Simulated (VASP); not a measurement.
# CuO (P4_2/mmc) in VASP: further runs

Aim: see how the results for CuO move with the level of theory and the settings. Levels: PBE, r2SCAN-based global hybrid with 25 % exact exchange. Tasks: single point, relaxation of cell and atoms.

Program: VASP 6.6.1. These are calculated values, not measurements. Logs are shortened: lines on timing, memory, paths and dates and some standing lists are left out, and cuts for length are marked.

**1. The cell of the first run**

The structure is tetragonal, space group P4_2/mmc (No. 131). The conventional cell has a = 2.927 Å, b = 2.927 Å, c = 5.151 Å, α = 90.00°, β = 90.00°, γ = 90.00°. Cu (site symmetry mmm) has 4 O at 1.95 Å within 2.6 Å. Within 2.6 Å of O (site symmetry -4m2) lie 4 Cu at 1.95 Å and 2 O at 2.58 Å.

**2. Single point, PBE**

The input, INCAR:

```
SYSTEM = CuO
PREC = Accurate
ENCUT = 1340
EDIFF = 1E-6
ISMEAR = -1
SIGMA = 0.05
LREAL = .False.
LASPH = .True.
NELM = 120
ALGO = Normal
ISIF = 2
LWAVE = .False.
LCHARG = .False.
GGA = PE
NBANDS = 33
GGA_COMPAT = .False.
```

The input, KPOINTS:

```
regular mesh
0
Gamma
  8 8 6
  0 0 0
```

The input, POSCAR:

```
CuO
1.0
    2.9268246988      0.0000000000      0.0000000000
    0.0000000000      2.9268246988      0.0000000000
    0.0000000000      0.0000000000      5.1510363492
Cu O
2 2
Direct
    0.0000000000      0.5000000000      0.0000000000
    0.5000000000      0.0000000000      0.5000000000
    0.0000000000      0.0000000000      0.2500000000
    0.0000000000      0.0000000000      0.7500000000
```

Potentials or basis: VASP PAW PBE potentials, release 64 (Cu_sv_GW, O_h).

The run is started by

```sh
> cat potpaw_PBE.64/Cu_sv_GW/POTCAR potpaw_PBE.64/O_h/POTCAR > POTCAR
> mpirun -np 1 vasp_std > vasp.out
```

OUTCAR:

```text
SYSTEM = CuO
   PREC = Accurate
   ENCUT = 1340
   EDIFF = 1E-6
   ISMEAR = -1
   LREAL = .False.
   LASPH = .True.
   NELM = 120
   ISIF = 2
   GGA = PE

 ion  position               nearest neighbor table
   1  0.000  0.500  0.000-   3 1.95   4 1.95   3 1.95   4 1.95
   2  0.500  0.000  0.500-   3 1.95   4 1.95   3 1.95   4 1.95
   3  0.000  0.000  0.250-   1 1.95   2 1.95   1 1.95   2 1.95
   4  0.000  0.000  0.750-   1 1.95   2 1.95   1 1.95   2 1.95

  LATTYP: Found a simple tetragonal cell.
 ALAT       =     2.9268246988
 C/A-ratio  =     1.7599401670

  Lattice vectors:

 A1 = (   2.9268246988,   0.0000000000,   0.0000000000)
 A2 = (   0.0000000000,   2.9268246988,   0.0000000000)
 A3 = (   0.0000000000,   0.0000000000,   5.1510363492)

Analysis of symmetry for initial positions (statically):
=====================================================================
 Subroutine PRICEL returns:
 Original cell was already a primitive cell.

 Routine SETGRP: Setting up the symmetry group for a
 simple tetragonal supercell.

 Subroutine GETGRP returns: Found 16 space group operations
 (whereof  8 operations were pure point group operations)
 out of a pool of 16 trial point group operations.

The static configuration has the point symmetry D_2h.
 The point group associated with its full space group is D_4h.

Analysis of symmetry for dynamics (positions and initial velocities):
=====================================================================
 Subroutine PRICEL returns:
 Original cell was already a primitive cell.

 Routine SETGRP: Setting up the symmetry group for a
 simple tetragonal supercell.

 Subroutine GETGRP returns: Found 16 space group operations
 (whereof  8 operations were pure point group operations)
 out of a pool of 16 trial point group operations.

The dynamic configuration has the point symmetry D_2h.
 The point group associated with its full space group is D_4h.

 Subroutine INISYM returns: Found 16 space group operations
 (whereof  8 operations are pure point group operations),
 and found     1 'primitive' translations

----------------------------------------------------------------------------------------

                                     Primitive cell

  volume of cell :      44.1253

  direct lattice vectors                    reciprocal lattice vectors
     2.926824699  0.000000000  0.000000000     0.341667200  0.000000000  0.000000000
     0.000000000  2.926824699  0.000000000     0.000000000  0.341667200  0.000000000
     0.000000000  0.000000000  5.151036349     0.000000000  0.000000000  0.194135691

  length of vectors
     2.926824699  2.926824699  5.151036349     0.341667200  0.341667200  0.194135691

  position of ions in fractional coordinates (direct lattice)
     0.000000000  0.500000000  0.000000000
     0.500000000  0.000000000  0.500000000
     0.000000000  0.000000000  0.250000000
     0.000000000  0.000000000  0.750000000

  ion indices of the primitive-cell ions
   primitive index   ion index
                 1           1
                 2           2
                 3           3
                 4           4

----------------------------------------------------------------------------------------

 KPOINTS: regular mesh

Automatic generation of k-mesh.
 Grid dimensions read from file:
 generate k-points for:    8    8    6

 Generating k-lattice:

  Cartesian coordinates                     Fractional coordinates (reciprocal lattice)
     0.042708400  0.000000000  0.000000000     0.125000000  0.000000000  0.000000000
     0.000000000  0.042708400  0.000000000     0.000000000  0.125000000  0.000000000
     0.000000000  0.000000000  0.032355948     0.000000000  0.000000000  0.166666667

  Length of vectors
     0.042708400  0.042708400  0.032355948

  Shift w.r.t. Gamma in fractional coordinates (k-lattice)
     0.000000000  0.000000000  0.000000000

 Subroutine IBZKPT returns following result:
 ===========================================

 Found     60 irreducible k-points:

 Following reciprocal coordinates:
            Coordinates               Weight
  0.000000  0.000000  0.000000      1.000000
  0.125000  0.000000  0.000000      4.000000
  0.250000  0.000000  0.000000      4.000000
  0.375000  0.000000  0.000000      4.000000
  0.500000  0.000000  0.000000      2.000000
  0.125000  0.125000  0.000000      4.000000
[... 16 lines left out ...]
  0.375000  0.125000  0.166667     16.000000
  0.500000  0.125000  0.166667      8.000000
 [... further k-points ...]
   k-points           NKPTS =     60   k-points in BZ     NKDIM =     60   number of bands    NBANDS=     33
   number of dos      NEDOS =    301   number of ions     NIONS =      4
   total plane-waves  NPLWV =  82944
   dimension x,y,z NGX =    36 NGY =   36 NGZ =   64
   dimension x,y,z NGXF=    72 NGYF=   72 NGZF=  128
   ions per type =               2   2
   NGX,Y,Z   is equivalent  to a cutoff of  20.45, 20.45, 20.66 a.u.
[... 39 lines left out ...]
   IVDW    =     0    specifies the selected vdW correction
   LEPSILON=     F    determine dielectric tensor
   LRPA    =     F    only Hartree local field effects (RPA)
 non-spin polarized calculation
  energy-cutoff  :     1340.00
  volume of cell :       44.13
 maximum number of plane-waves:      4951
 NGX is ok and might be reduce to    36
   NGX = 17   NGY = 17   NGZ = 31

 number of electron      49.9999993 magnetization

 Free energy of the ion-electron system (eV)
  ---------------------------------------------------
  ext. energy  EPLUGINS =         0.00000000
  ---------------------------------------------------
  free energy    TOTEN  =       -19.91696751 eV

  energy without entropy =      -19.90027413  energy(sigma->0) =      -19.90862082

 E-fermi :   5.3411     XC(G=0): -11.6893

 val. band max:        5.2735555449   @ k =   0.3750   0.0000   0.1667
 cond. band min:       5.3477189761   @ k =   0.1250   0.1250   0.3333
 fundamental gap:      0.0741634313
 Fermi energy:         5.3411169735

 k-point     1 :       0.0000    0.0000    0.0000
  band No.  band energies     occupation
      1    -107.4258      2.00000
      2    -107.4255      2.00000
      3     -64.9162      2.00000
      4     -64.9162      2.00000
      5     -64.8818      2.00000
      6     -64.8762      2.00000
[... 25 lines left out ...]
     32      19.8008      0.00000
     33      20.1205      0.00000

 k-point     2 :       0.1250    0.0000    0.0000
  band No.  band energies     occupation
      1    -107.4257      2.00000
      2    -107.4254      2.00000
      3     -64.9180      2.00000
      4     -64.9161      2.00000
      5     -64.8814      2.00000
      6     -64.8762      2.00000
[... 25 lines left out ...]
     32      20.0560      0.00000
     33      20.2270      0.00000

 k-point     3 :       0.2500    0.0000    0.0000
  band No.  band energies     occupation
      1    -107.4254      2.00000
      2    -107.4252      2.00000
      3     -64.9223      2.00000
      4     -64.9159      2.00000
      5     -64.8805      2.00000
      6     -64.8764      2.00000
[... 25 lines left out ...]
     32      19.8938      0.00000
     33      20.3830      0.00000

 k-point     4 :       0.3750    0.0000    0.0000
  band No.  band energies     occupation
      1    -107.4252      2.00000
      2    -107.4250      2.00000
      3     -64.9265      2.00000
      4     -64.9156      2.00000
      5     -64.8792      2.00000
      6     -64.8770      2.00000
[... 25 lines left out ...]
     32      18.7036      0.00000
     33      20.2030      0.00000

 k-point     5 :       0.5000    0.0000    0.0000
  band No.  band energies     occupation
      1    -107.4251      2.00000
      2    -107.4250      2.00000
      3     -64.9283      2.00000
      4     -64.9155      2.00000
      5     -64.8782      2.00000
      6     -64.8776      2.00000
[... 604 lines left out ...]
 k-point    22 :       0.2500    0.1250    0.1667
  band No.  band energies     occupation
      1    -107.4253      2.00000
      2    -107.4251      2.00000
      3     -64.9222      2.00000
      4     -64.9176      2.00000
      5     -64.8799      2.00000
      6     -64.8767      2.00000
[... 25 lines left out ...]
     32      18.4740      0.00000
     33      20.2515      0.00000

 k-point    23 :       0.3750    0.1250    0.1667
  band No.  band energies     occupation
      1    -107.4251      2.00000
      2    -107.4250      2.00000
      3     -64.9265      2.00000
      4     -64.9174      2.00000
      5     -64.8788      2.00000
      6     -64.8770      2.00000
[... 25 lines left out ...]
     32      18.8532      0.00000
     33      19.4850      0.00000

 k-point    24 :       0.5000    0.1250    0.1667
  band No.  band energies     occupation
      1    -107.4250      2.00000
      2    -107.4249      2.00000
      3     -64.9282      2.00000
      4     -64.9173      2.00000
      5     -64.8780      2.00000
      6     -64.8775      2.00000
[... 25 lines left out ...]
     32      18.9867      0.00000
     33      18.9953      0.00000

 [... further k-points ...]
[... 5 lines left out ...]
  --------------------------------------------------------------------------------------
  -------------------------------------------------------------------------------------
  Total        0.5112903      0.5112903      0.5319947     -0.0000000      0.0000000      0.0000000
  in kB       18.5647930     18.5647930     19.3165611     -0.0000000      0.0000000      0.0000000
  external PRESSURE =      18.8153824 kB  Pullay stress =       0.0000000 kB

 VOLUME and BASIS-vectors are now :
 -----------------------------------------------------------------------------
  energy-cutoff  :     1340.00
  volume of cell :       44.13
      direct lattice vectors                 reciprocal lattice vectors
     2.926824699  0.000000000  0.000000000     0.341667200  0.000000000  0.000000000
     0.000000000  2.926824699  0.000000000     0.000000000  0.341667200  0.000000000
     0.000000000  0.000000000  5.151036349     0.000000000  0.000000000  0.194135691

 POSITION                                       TOTAL-FORCE (eV/Angst)
 -----------------------------------------------------------------------------------
      0.00000      1.46341      0.00000         0.000000     -0.000000      0.000000
      1.46341      0.00000      2.57552         0.000000     -0.000000      0.000000
      0.00000      0.00000      1.28776        -0.000000      0.000000     -0.000000
      0.00000      0.00000      3.86328         0.000000      0.000000      0.000000
 -----------------------------------------------------------------------------------
    total drift:                                0.000000      0.000000      0.000000

  FREE ENERGIE OF THE ION-ELECTRON SYSTEM (eV)
  ---------------------------------------------------
  free  energy   TOTEN  =       -19.9169675090 eV

  energy  without entropy=      -19.9002741284  energy(sigma->0) =      -19.90862082
```

It took 3.9 min on 1 thread of AMD EPYC 9R45 (Zen 5), shared host; peak memory 0.48 GiB.

Results:

- Free energy: -19.9170 eV
- Pressure: 1.9 GPa
- Band gap on the k mesh: zero (bands 25 and 26 overlap by 1.17 eV)

Levels at points of the mesh, in eV from the Fermi level:
| k point | band 21 | band 22 | band 23 | band 24 | band 25 | band 26 | band 27 | band 28 | band 29 | band 30 |
| --- | --- | --- | --- | --- | --- | --- | --- | --- | --- | --- |
| (0.00, 0.00, 0.00) | -2.42 | -2.40 | -2.31 | -1.95 | 0.66 | 0.66 | 1.37 | 6.05 | 7.24 | 13.23 |
| (0.50, 0.00, 0.00) | -2.29 | -1.92 | -1.59 | -1.53 | 0.20 | 0.45 | 3.60 | 5.83 | 6.42 | 10.91 |
| (0.50, 0.50, 0.00) | -2.36 | -2.36 | -1.60 | -1.21 | -1.21 | 1.12 | 2.07 | 7.10 | 9.79 | 9.79 |
| (0.00, 0.00, 0.50) | -2.32 | -2.32 | -1.58 | -1.58 | 0.10 | 0.10 | 3.44 | 3.44 | 11.55 | 11.55 |
| (0.50, 0.00, 0.50) | -2.40 | -2.37 | -2.05 | -1.83 | -0.17 | 0.67 | 4.24 | 5.83 | 8.24 | 8.69 |
| (0.50, 0.50, 0.50) | -1.95 | -1.95 | -1.43 | -1.43 | -0.51 | -0.51 | 3.93 | 3.93 | 10.44 | 10.44 |

Caveat: semilocal functionals often make such compounds metallic where correlation or magnetic order opens a gap, which also shifts bond lengths.

**3. Relaxation of cell and atoms, PBE, target pressure 30 GPa, at which the enthalpy is minimised**

This run uses another cell than the first one, of 12.47 Å³/atom.

The input, INCAR:

```
SYSTEM = CuO
PREC = Accurate
ENCUT = 600
EDIFF = 1E-6
ISMEAR = -1
SIGMA = 0.05
LREAL = .FALSE.
LASPH = .TRUE.
NELM = 80
ALGO = Normal
ISIF = 3
LWAVE = .FALSE.
LCHARG = .FALSE.
GGA = PE
IBRION = 2
NSW = 60
EDIFFG = -0.01
PSTRESS = 300.0
```

The input, KPOINTS:

```
regular mesh
0
G
  8 8 6
  0 0 0
```

The input, POSCAR:

```
CuO
1.0
    3.4220509700      0.0000000000      0.0000000000
    0.0000000000      3.4220509700      0.0000000000
    0.0000000000      0.0000000000      4.2604614800
Cu O
2 2
Direct
    0.0000000000      0.5000000000      0.0000000000
    0.5000000000      0.0000000000      0.5000000000
    0.0000000000      0.0000000000      0.2500000000
    0.0000000000      0.0000000000      0.7500000000
```

Potentials or basis: VASP PAW PBE potentials, release 64 (Cu, O).

The run is started by

```sh
> cat potpaw_PBE.64/Cu/POTCAR potpaw_PBE.64/O/POTCAR > POTCAR
> mpirun -np 1 vasp_std > vasp.out
```

Run time: 6.4 min. Hardware: 1 thread of Intel Xeon Platinum 8488C (Sapphire Rapids), shared host; peak memory 0.22 GiB.

The run converged. Its results:

```yaml
Free_energy: -19.1940 eV
Relaxed_volume: 9.56 Å³/atom
Relaxed_cell: a = 2.725 Å, b = 2.725 Å, c = 5.148 Å, α = 90.00°, β = 90.00°, γ = 90.00°
Space_group_after_relaxing_to_0.1_Å: P4_2/mmc (No. 131)
Energy_change_on_relaxing_the_run_minimises_the_enthalpy: -225.9 meV/atom
Ionic_steps: 15
Pressure_after_relaxing: 30.0 GPa
Band_gap_on_the_k_mesh: zero (bands 17 and 18 overlap by 1.20 eV)
```

Step by step:
```tsv
step	energy change (eV)	largest force (eV/Å)	pressure (GPa)	volume (Å³)
1	0.0000	0.0000	-2.40	49.89
2	2.1934	0.0000	102.74	33.55
3	0.2885	0.0000	41.59	39.21
4	-0.5970	0.0000	40.04	38.24
5	-0.5788	0.0000	42.03	36.76
6	-0.5296	0.0000	42.06	36.54
7	-1.2109	0.0000	12.55	40.74
8	-0.8602	0.0000	29.81	38.02
9	-0.8546	0.0000	29.91	37.99
10	-0.8490	0.0000	30.13	37.96
11	-0.8713	0.0000	30.27	38.06
12	-0.8937	0.0000	30.31	38.17
13	-0.8966	0.0000	30.35	38.19
14	-0.9241	0.0000	29.23	38.33
15	-0.9037	0.0000	29.99	38.22
```

Final structure:
```cif
data_structure
_symmetry_space_group_name_H-M 'P 1'
_symmetry_Int_Tables_number 1
_cell_length_a 2.7250
_cell_length_b 2.7250
_cell_length_c 5.1477
_cell_angle_alpha 90.000
_cell_angle_beta 90.000
_cell_angle_gamma 90.000
_cell_volume 38.22
loop_
_atom_site_label
_atom_site_type_symbol
_atom_site_fract_x
_atom_site_fract_y
_atom_site_fract_z
_atom_site_occupancy
Cu1 Cu 0.00000 0.50000 0.00000 1
Cu2 Cu 0.50000 0.00000 0.50000 1
O1 O 0.00000 0.00000 0.25000 1
O2 O 0.00000 0.00000 0.75000 1
```

Levels at points of the mesh, in eV from the Fermi level:
```
           k point  band 13  band 14  band 15  band 16  band 17  band 18  band 19  band 20  band 21
(0.00, 0.00, 0.00)    -2.86    -2.77    -2.69    -2.55     0.68     0.68     1.84     6.53     7.71
(0.50, 0.00, 0.00)    -2.51    -2.31    -1.82    -1.72     0.26     0.41     3.01     6.60     7.18
(0.50, 0.50, 0.00)    -2.63    -2.63    -1.71    -1.27    -1.27     1.39     1.96     7.04    10.61
(0.00, 0.00, 0.50)    -2.73    -2.73    -1.72    -1.72     0.02     0.02     3.98     3.98    11.74
(0.50, 0.00, 0.50)    -2.88    -2.80    -2.25    -2.07     0.00     0.70     3.99     6.37     8.71
(0.50, 0.50, 0.50)    -2.46    -2.46    -1.54    -1.54    -0.39    -0.39     3.88     3.88    11.85
```

Caveat: the cell is relaxed towards a set pressure, so the run minimises the enthalpy, not the energy; the volume moved by over 15 % at a fixed basis, so the end points are rough; semilocal functionals often make such compounds metallic where correlation or magnetic order opens a gap, which also shifts bond lengths. With open d or f shells a metallic result of PBE can be an artefact of self-interaction; +U or a hybrid may open a gap.

**4. Single point, r2SCAN-based global hybrid with 25 % exact exchange**

This run uses another cell than the first one, of 12.47 Å³/atom.

POSCAR is that of step 3.

The input, INCAR.step1:

```
SYSTEM = CuO
PREC = Accurate
ENCUT = 520
EDIFF = 1E-5
ISMEAR = -1
SIGMA = 0.05
LREAL = .False.
LASPH = .True.
NELM = 60
ALGO = Normal
ISIF = 2
LWAVE = .True.
LCHARG = .False.
NBANDS = 25
GGA = PE
```

The input, INCAR.step2:

```
SYSTEM = CuO
PREC = Accurate
ENCUT = 520
EDIFF = 1E-7
ISMEAR = -1
SIGMA = 0.05
LREAL = .False.
LASPH = .True.
NELM = 60
ALGO = Normal
ISIF = 2
LWAVE = .False.
LCHARG = .False.
METAGGA = R2SCAN
LHFCALC = .True.
AEXX = 0.25
LMIXTAU = .True.
PRECFOCK = Normal
NBANDS = 25
ISTART = 1
```

The input, KPOINTS:

```
Automatic mesh
0
Gamma
  5 5 4
  0 0 0
```

The run is started by

```sh
> cat potpaw_PBE.64/Cu/POTCAR potpaw_PBE.64/O/POTCAR > POTCAR
> cp INCAR.step1 INCAR
> mpirun -np 1 vasp_std > vasp.out
> cp INCAR.step2 INCAR
> mpirun -np 1 vasp_std > vasp.out
```

Wall time 2.3 h (1 thread of Intel Xeon Platinum 8259CL at 2.50GHz (Skylake/Cascade Lake), shared host); peak memory 0.19 GiB.

It converged, with:

| Quantity | Value |
| --- | --- |
| Free energy | -35.5290 eV |
| Pressure | -8.2 GPa |
| Band gap on the k mesh | zero (bands 17 and 18 overlap by 2.58 eV) |

Stress tensor (GPa, compression positive):
```
-20.00   0.00   0.00
  0.00 -20.00   0.00
  0.00   0.00  15.28
```

Levels at points of the mesh, in eV from the Fermi level:
```csv
k point,band 15,band 16,band 17,band 18,band 19,band 20
"(0.00, 0.00, 0.00)",-2.73,1.00,1.05,1.05,1.74,7.80
"(0.00, 0.00, 0.50)",-2.89,-2.89,-0.36,-0.36,3.68,3.68
```

Caveat: the k points lie up to 0.37 Å⁻¹ apart, too coarse for converged energies and pressures of a metal; the PAW data sets were made with another functional, which shifts forces and pressure a little.

**5. Summary**

| task | level | potentials or basis | cell | k mesh | cutoff (eV) | grid for exact exchange (PRECFOCK) | share of exact exchange | gap on the mesh (eV) | pressure (GPa) |
| --- | --- | --- | --- | --- | --- | --- | --- | --- | --- |
| single point | PBE | VASP PAW PBE potentials, release 64 (Cu_sv_GW, O_h) | a = 2.927, b = 2.927, c = 5.151 Å, 4 atoms | 8 × 8 × 6 | 1340 | - | - | none | 1.9 |
| relaxation of cell and atoms | PBE | VASP PAW PBE potentials, release 64 (Cu, O) | relaxed to 30 GPa from a = 3.422, b = 3.422, c = 4.260 Å, 4 atoms | 8 × 8 × 6 | 600 | - | - | none | 30.0 |
| single point | r2SCAN-based global hybrid with 25 % exact exchange | VASP PAW PBE potentials, release 64 (Cu, O) | a = 3.422, b = 3.422, c = 4.260 Å, 4 atoms | 5 × 5 × 4 | 520 | Normal | 0.25 | none | -8.2 |

Alike in all rows: no spin polarisation; smearing fermi-dirac 0.05 eV.

Caveats: some runs use coarse meshes; semilocal functionals often make such compounds metallic where correlation or magnetic order opens a gap, which also shifts bond lengths (at least some runs); the cell is relaxed towards a set pressure, so the run minimises the enthalpy, not the energy (at least some runs); the volume moved by over 15 % at a fixed basis, so the end points are rough (at least some runs); the PAW data sets were made with another functional, which shifts forces and pressure a little (at least some runs).

Total energies depend on the potentials used, so only differences within one code and one set of settings carry meaning.

The gap in the log of VASP goes by the Fermi energy; the results here count the filled bands.